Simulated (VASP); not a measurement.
# BAs (F-43m) in VASP: a series of runs

The runs below take BAs through single point, relaxation of cell and atoms, with PBEsol.

Program: VASP 6.6.1. These are calculated values, not measurements. Logs are shortened: lines on timing, memory, paths and dates and some standing lists are left out, and cuts for length are marked.

### Step 1. The cell of the first run

The structure is cubic, space group F-43m (No. 216). Conventional cell: a = 4.670 Å, b = 4.670 Å, c = 4.670 Å, α = 90.00°, β = 90.00°, γ = 90.00°. Within 2.7 Å of As (site symmetry -43m) lie 4 B at 2.02 Å. B (site symmetry -43m) has 4 As at 2.02 Å within 2.7 Å.

### Step 2. Single point, PBEsol

INCAR reads:

```
SYSTEM = BAs
PREC = Accurate
ENCUT = 520
EDIFF = 1E-6
ISMEAR = -1
SIGMA = 0.05
LREAL = .False.
LASPH = .True.
NELM = 60
ALGO = Normal
ISIF = 2
LWAVE = .False.
LCHARG = .False.
GGA = PS
NBANDS = 11
```

KPOINTS reads:

```
Automatic mesh
0
Gamma
  10 10 10
  0 0 0
```

POSCAR reads:

```
BAs
1.0
    0.0000000000      2.3348136079      2.3348136079
    2.3348136079      0.0000000000      2.3348136079
    2.3348136079      2.3348136079      0.0000000000
As B
1 1
Direct
    0.7500000000      0.7500000000      0.7500000000
    0.0000000000      0.0000000000      0.0000000000
```

Potentials or basis: VASP PAW PBE potentials, release 64 (As, B).

Launch:

```console
$ cat potpaw_PBE.64/As/POTCAR potpaw_PBE.64/B/POTCAR > POTCAR
$ mpirun -np 1 vasp_std > vasp.out
```

OUTCAR:

```text
SYSTEM = BAs
   PREC = Accurate
   ENCUT = 520
   EDIFF = 1E-6
   ISMEAR = -1
   LREAL = .False.
   LASPH = .True.
   NELM = 60
   ISIF = 2
   GGA = PS

 ion  position               nearest neighbor table
   1  0.750  0.750  0.750-   2 2.02   2 2.02   2 2.02   2 2.02
   2  0.000  0.000  0.000-   1 2.02   1 2.02   1 2.02   1 2.02

  LATTYP: Found a face centered cubic cell.
 ALAT       =     4.6696272158

  Lattice vectors:

 A1 = (   0.0000000000,   2.3348136079,   2.3348136079)
 A2 = (   2.3348136079,   0.0000000000,   2.3348136079)
 A3 = (   2.3348136079,   2.3348136079,   0.0000000000)

Analysis of symmetry for initial positions (statically):
=====================================================================
 Subroutine PRICEL returns:
 Original cell was already a primitive cell.

 Routine SETGRP: Setting up the symmetry group for a
 face centered cubic supercell.

 Subroutine GETGRP returns: Found 24 space group operations
 (whereof 24 operations were pure point group operations)
 out of a pool of 48 trial point group operations.

The static configuration has the point symmetry T_d .

Analysis of symmetry for dynamics (positions and initial velocities):
=====================================================================
 Subroutine PRICEL returns:
 Original cell was already a primitive cell.

 Routine SETGRP: Setting up the symmetry group for a
 face centered cubic supercell.

 Subroutine GETGRP returns: Found 24 space group operations
 (whereof 24 operations were pure point group operations)
 out of a pool of 48 trial point group operations.

The dynamic configuration has the point symmetry T_d .

 Subroutine INISYM returns: Found 24 space group operations
 (whereof 24 operations are pure point group operations),
 and found     1 'primitive' translations

----------------------------------------------------------------------------------------

                                     Primitive cell

  volume of cell :      25.4558

  direct lattice vectors                    reciprocal lattice vectors
     0.000000000  2.334813608  2.334813608    -0.214149857  0.214149857  0.214149857
     2.334813608  0.000000000  2.334813608     0.214149857 -0.214149857  0.214149857
     2.334813608  2.334813608  0.000000000     0.214149857  0.214149857 -0.214149857

  length of vectors
     3.301925070  3.301925070  3.301925070     0.370918433  0.370918433  0.370918433

  position of ions in fractional coordinates (direct lattice)
     0.750000000  0.750000000  0.750000000
[... 80 lines left out ...]
   EDIFFG = 0.1E-04   stopping-criterion for IOM
   NSW    =      0    number of steps for IOM
   IBRION =     -1    ionic relax: 0-MD 1-quasi-New 2-CG
   NFREE  =      0    steps in history (QN), initial steepest desc. (CG)
   ISIF   =      2    stress and relaxation
   ISYM   =      2    0-nonsym 1-usesym 2-fastsym
   POTIM  = 0.5000    time-step for ionic-motion
   TEBEG  =    0.0;   TEEND  =   0.0 temperature during run
   PSTRESS=    0.0 pullay stress
   NELECT =       8.0000    total number of electrons
   NUPDOWN=      -1.0000    fix difference up-down
   EMIN   =  10.00;   EMAX   =-10.00  energy-range for DOS
   EFERMI =   0.00;   METHOD = LEGACY
   ISMEAR =    -1;   SIGMA  =   0.05  broadening in eV -4-tet -1-fermi 0-gaus
   EFERMI_NEDOS =   21; number of points for ismear=-14 and -15
   IALGO  =     38    algorithm
   IMIX   =      4    mixing-type and parameters
     AMIX     =   0.40;   BMIX     =  1.00
     AMIX_MAG =   1.60;   BMIX_MAG =  1.00
  volume/ion in A,a.u.               =      12.73        85.89
  Fermi-wavevector in a.u.,A,eV,Ry     =   1.113036  2.103333 16.855571  1.238850
  Thomas-Fermi vector in A             =   2.249617
   LORBIT       =      0    0 simple, 1 ext, 2 COOP (PROOUT), +10 PAW based schemes
   GGA     = PS    functional components
   LHFCALC =     F    Hartree Fock is set to
   AEXX    =    0.0000 exact exchange contribution
   IVDW    =     0    specifies the selected vdW correction
   LEPSILON=     F    determine dielectric tensor
   LRPA    =     F    only Hartree local field effects (RPA)
 non-spin polarized calculation
  energy-cutoff  :      520.00
  volume of cell :       25.46
 maximum number of plane-waves:       701
 NGX is ok and might be reduce to    28
   NGX = 13   NGY = 13   NGZ = 13

 number of electron       8.0000000 magnetization

 Free energy of the ion-electron system (eV)
  ---------------------------------------------------
  ext. energy  EPLUGINS =         0.00000000
  ---------------------------------------------------
  free energy    TOTEN  =       -12.14422503 eV

  energy without entropy =      -12.14422462  energy(sigma->0) =      -12.14422482

 E-fermi :   7.3031     XC(G=0): -11.0231

 val. band max:        6.8176453845   @ k =   0.0000   0.0000   0.0000
 cond. band min:       7.8232742840   @ k =   0.4000   0.4000   0.0000
 fundamental gap:      1.0056288996
 Fermi energy:         7.3030808039

 k-point     1 :       0.0000    0.0000    0.0000
  band No.  band energies     occupation
      1      -9.2621      2.00000
      2       6.8176      1.99988
      3       6.8176      1.99988
      4       6.8176      1.99988
      5      10.1462      0.00000
      6      10.1462      0.00000
      7      10.1462      0.00000
      8      12.3807      0.00000
      9      16.5146      0.00000
     10      20.0354      0.00000
     11      20.0354      0.00000
[... 309 lines left out ...]
 k-point    24 :       0.4000    0.3000    0.0000
  band No.  band energies     occupation
      1      -6.4234      2.00000
      2       0.1679      2.00000
      3       2.5170      2.00000
      4       3.0539      2.00000
      5       8.3874      0.00000
      6      10.1202      0.00000
      7      16.1215      0.00000
      8      16.3117      0.00000
      9      19.4150      0.00000
     10      23.1206      0.00000
     11      23.4110      0.00000

 [... further k-points ...]
[... 5 lines left out ...]
  --------------------------------------------------------------------------------------
  -------------------------------------------------------------------------------------
  Total        1.7661700      1.7661700      1.7661700      0.0000000      0.0000000     -0.0000000
  in kB      111.1620228    111.1620228    111.1620228      0.0000000      0.0000000     -0.0000000
  external PRESSURE =     111.1620228 kB  Pullay stress =       0.0000000 kB

 VOLUME and BASIS-vectors are now :
 -----------------------------------------------------------------------------
  energy-cutoff  :      520.00
  volume of cell :       25.46
      direct lattice vectors                 reciprocal lattice vectors
     0.000000000  2.334813608  2.334813608    -0.214149857  0.214149857  0.214149857
     2.334813608  0.000000000  2.334813608     0.214149857 -0.214149857  0.214149857
     2.334813608  2.334813608  0.000000000     0.214149857  0.214149857 -0.214149857

 POSITION                                       TOTAL-FORCE (eV/Angst)
 -----------------------------------------------------------------------------------
      3.50222      3.50222      3.50222         0.000000     -0.000000      0.000000
      0.00000      0.00000      0.00000        -0.000000      0.000000     -0.000000
 -----------------------------------------------------------------------------------
    total drift:                                0.000000      0.000000      0.000000

  FREE ENERGIE OF THE ION-ELECTRON SYSTEM (eV)
  ---------------------------------------------------
  free  energy   TOTEN  =       -12.1442250290 eV

  energy  without entropy=      -12.1442246167  energy(sigma->0) =      -12.14422482
```

Run time: 24 s. Hardware: 1 thread of Intel Xeon Platinum 8259CL at 2.50GHz (Skylake/Cascade Lake), shared host; peak memory 0.16 GiB.

What came out:

```yaml
Free_energy: -12.1442 eV
Pressure: 11.1 GPa
Band_gap_on_the_k_mesh: 1.01 eV (least direct gap 3.33 eV)
```

Caveat: the cell stands under pressure; the PAW data sets were made with another functional, which shifts forces and pressure a little. A k mesh can miss the band edges.

### Step 3. Single point, PBEsol

This run uses another cell than the first one, of 13.55 Å³/atom.

INCAR reads:

```
ALGO     = Normal         # electronic algorithm
EDIFF    = 1E-6           # SCF threshold, eV
ENCUT    = 520            # plane-wave cutoff, eV
GGA      = PS             # functional
ISIF     = 2              # what is computed and relaxed
ISMEAR   = -1             # smearing method
LASPH    = True           # aspherical terms in the spheres
LCHARG   = True           # write CHGCAR
LELF     = True           # ELF
LREAL    = False          # projectors in reciprocal space
LVHAR    = True         
LWAVE    = False          # write WAVECAR
NBANDS   = 11             # bands
NELM     = 100            # most SCF steps
PREC     = Accurate       # precision mode
SIGMA    = 0.05           # smearing width, eV
```

KPOINTS reads:

```
k-points
0
Gamma
  10 10 10
```

POSCAR reads:

```
BAs
1.0
    0.0000000000      2.3839378799      2.3839378799
    2.3839378799      0.0000000000      2.3839378799
    2.3839378799      2.3839378799      0.0000000000
As B
1 1
Direct
    0.7500000000      0.7500000000      0.7500000000
    0.0000000000      0.0000000000      0.0000000000
```

Potentials or basis: VASP PAW PBE potentials, release 64 (As, B).

Launch:

```console
$ cat potpaw_PBE.64/As/POTCAR potpaw_PBE.64/B/POTCAR > POTCAR
$ mpirun -np 1 vasp_std > vasp.out
```

OUTCAR:

```text
EDIFF = 1E-6
   ENCUT = 520
   GGA = PS
   ISIF = 2
   ISMEAR = -1
   LASPH = True
   LREAL = False
   NELM = 100
   PREC = Accurate

 ion  position               nearest neighbor table
   1  0.750  0.750  0.750-   2 2.06   2 2.06   2 2.06   2 2.06
   2  0.000  0.000  0.000-   1 2.06   1 2.06   1 2.06   1 2.06

  LATTYP: Found a face centered cubic cell.
 ALAT       =     4.7678757598

  Lattice vectors:

 A1 = (   0.0000000000,   2.3839378799,   2.3839378799)
 A2 = (   2.3839378799,   0.0000000000,   2.3839378799)
 A3 = (   2.3839378799,   2.3839378799,   0.0000000000)

Analysis of symmetry for initial positions (statically):
=====================================================================
 Subroutine PRICEL returns:
 Original cell was already a primitive cell.

 Routine SETGRP: Setting up the symmetry group for a
 face centered cubic supercell.

 Subroutine GETGRP returns: Found 24 space group operations
 (whereof 24 operations were pure point group operations)
 out of a pool of 48 trial point group operations.

The static configuration has the point symmetry T_d .

Analysis of symmetry for dynamics (positions and initial velocities):
=====================================================================
 Subroutine PRICEL returns:
 Original cell was already a primitive cell.

 Routine SETGRP: Setting up the symmetry group for a
 face centered cubic supercell.

 Subroutine GETGRP returns: Found 24 space group operations
 (whereof 24 operations were pure point group operations)
 out of a pool of 48 trial point group operations.

The dynamic configuration has the point symmetry T_d .

 Subroutine INISYM returns: Found 24 space group operations
 (whereof 24 operations are pure point group operations),
 and found     1 'primitive' translations

----------------------------------------------------------------------------------------

                                     Primitive cell
[... 112 lines left out ...]
  volume/ion in A,a.u.               =      13.55        91.43
  Fermi-wavevector in a.u.,A,eV,Ry     =   1.090101  2.059991 16.168065  1.188319
  Thomas-Fermi vector in A             =   2.226318
   LORBIT       =      0    0 simple, 1 ext, 2 COOP (PROOUT), +10 PAW based schemes
   GGA     = PS    functional components
   LHFCALC =     F    Hartree Fock is set to
   AEXX    =    0.0000 exact exchange contribution
   IVDW    =     0    specifies the selected vdW correction
   LEPSILON=     F    determine dielectric tensor
   LRPA    =     F    only Hartree local field effects (RPA)
 non-spin polarized calculation
  energy-cutoff  :      520.00
  volume of cell :       27.10
 maximum number of plane-waves:       745
 NGX is ok and might be reduce to    28
   NGX = 13   NGY = 13   NGZ = 13

 number of electron       8.0000000 magnetization

 Free energy of the ion-electron system (eV)
  ---------------------------------------------------
  ext. energy  EPLUGINS =         0.00000000
  ---------------------------------------------------
  free energy    TOTEN  =       -12.20338394 eV

  energy without entropy =      -12.20338371  energy(sigma->0) =      -12.20338383

 E-fermi :   6.6252     XC(G=0): -10.7554

 val. band max:        6.1073879496   @ k =   0.0000   0.0000   0.0000
 cond. band min:       7.1776062833   @ k =   0.4000   0.4000   0.0000
 fundamental gap:      1.0702183337
 Fermi energy:         6.6251896204

 k-point     1 :       0.0000    0.0000    0.0000
  band No.  band energies     occupation
      1      -9.3822      2.00000
      2       6.1074      1.99994
      3       6.1074      1.99994
      4       6.1074      1.99994
      5       9.3544      0.00000
      6       9.3544      0.00000
      7       9.3544      0.00000
      8      10.8621      0.00000
      9      15.4821      0.00000
     10      19.0617      0.00000
     11      19.0617      0.00000
[... 309 lines left out ...]
 k-point    24 :       0.4000    0.3000    0.0000
  band No.  band energies     occupation
      1      -6.7166      2.00000
      2      -0.3689      2.00000
      3       2.0737      2.00000
      4       2.5772      2.00000
      5       7.7109      0.00000
      6       9.4010      0.00000
      7      14.9505      0.00000
      8      15.1861      0.00000
      9      18.1459      0.00000
     10      21.8648      0.00000
     11      21.9877      0.00000

 [... further k-points ...]
[... 5 lines left out ...]
  --------------------------------------------------------------------------------------
  -------------------------------------------------------------------------------------
  Total        0.1481714      0.1481714      0.1481714      0.0000000      0.0000000      0.0000000
  in kB        8.7611322      8.7611322      8.7611322      0.0000000      0.0000000      0.0000000
  external PRESSURE =       8.7611322 kB  Pullay stress =       0.0000000 kB

 VOLUME and BASIS-vectors are now :
 -----------------------------------------------------------------------------
  energy-cutoff  :      520.00
  volume of cell :       27.10
      direct lattice vectors                 reciprocal lattice vectors
     0.000000000  2.383937880  2.383937880    -0.209737009  0.209737009  0.209737009
     2.383937880  0.000000000  2.383937880     0.209737009 -0.209737009  0.209737009
     2.383937880  2.383937880  0.000000000     0.209737009  0.209737009 -0.209737009

 POSITION                                       TOTAL-FORCE (eV/Angst)
 -----------------------------------------------------------------------------------
      3.57591      3.57591      3.57591         0.000000      0.000000      0.000000
      0.00000      0.00000      0.00000        -0.000000     -0.000000     -0.000000
 -----------------------------------------------------------------------------------
    total drift:                                0.000000      0.000000      0.000000

  FREE ENERGIE OF THE ION-ELECTRON SYSTEM (eV)
  ---------------------------------------------------
  free  energy   TOTEN  =       -12.2033839418 eV

  energy  without entropy=      -12.2033837117  energy(sigma->0) =      -12.20338383
```

stdout:

```text
POSCAR found type information on POSCAR AsB
 POSCAR found :  2 types and       2 ions
 scaLAPACK will be used
 -----------------------------------------------------------------------------
|                                                                             |
|                                                                             |
|     You enforced a specific xc type in the INCAR file but a different       |
|     I HOPE YOU KNOW WHAT YOU ARE DOING!                                     |
|                                                                             |
 -----------------------------------------------------------------------------

 LDA part: xc-table for (Slater+PW92), standard interpolation
 POSCAR, INCAR and KPOINTS ok, starting setup
 FFT: planning ... GRIDC
 FFT: planning ... GRID_SOFT
 FFT: planning ... GRID
 WAVECAR not read
 entering main loop
```

It took 22 s on 1 thread of Intel Xeon Platinum 8259CL at 2.50GHz (Skylake/Cascade Lake), shared host; peak memory 0.16 GiB.

What came out:

```yaml
Free_energy: -12.2034 eV
Pressure: 0.9 GPa
Band_gap_on_the_k_mesh: 1.07 eV (least direct gap 3.25 eV)
```

Caveat: the PAW data sets were made with another functional, which shifts forces and pressure a little. A hybrid or GW would open this gap; PBEsol tends to underestimate it.

### Step 4. Single point, PBEsol

This run uses another cell than the first one, of 13.36 Å³/atom.

INCAR reads:

```
SYSTEM = BAs
PREC = Accurate ; ENCUT = 520
EDIFF = 1E-6 ; ISMEAR = -1
SIGMA = 0.05 ; LREAL = .False.
LASPH = .True. ; NELM = 60
ALGO = Normal ; ISIF = 2
LWAVE = .False. ; LCHARG = .False.
GGA = PS ; NBANDS = 11
```

KPOINTS reads:

```
regular mesh
0
Gamma
  10 10 10
  0 0 0
```

POSCAR reads:

```
BAs
1.0
    0.0000000000      2.3729098348      2.3729098348
    2.3729098348      0.0000000000      2.3729098348
    2.3729098348      2.3729098348      0.0000000000
As B
1 1
Direct
    0.7500000000      0.7500000000      0.7500000000
    0.0000000000      0.0000000000      0.0000000000
```

Launch:

```console
$ cat potpaw_PBE.64/As/POTCAR potpaw_PBE.64/B/POTCAR > POTCAR
$ mpirun -np 1 vasp_std > vasp.out
```

Wall time 24 s (1 thread of Intel Xeon Platinum 8259CL at 2.50GHz (Skylake/Cascade Lake), shared host); peak memory 0.16 GiB.

Results (log left out):

```yaml
Free_energy: -12.1989 eV
Pressure: 2.9 GPa
Band_gap_on_the_k_mesh: 1.06 eV (least direct gap 3.26 eV)
```

Levels at points of the mesh, in eV from the valence-band top:
```csv
k point,band 1,band 2,band 3,band 4,band 5,band 6,band 7,band 8
"(0.00, 0.00, 0.00)",-15.62,0.00,0.00,0.00,3.26,3.26,3.26,4.93
"(0.50, 0.00, 0.00)",-12.66,-8.98,-1.86,-1.86,2.77,4.75,4.75,8.74
"(0.50, 0.50, 0.00)",-11.32,-8.64,-4.19,-4.19,1.29,1.31,11.53,11.53
```

Caveat: the PAW data sets were made with another functional, which shifts forces and pressure a little. A k mesh can miss the band edges.

(Continued in part 2 of 2.)
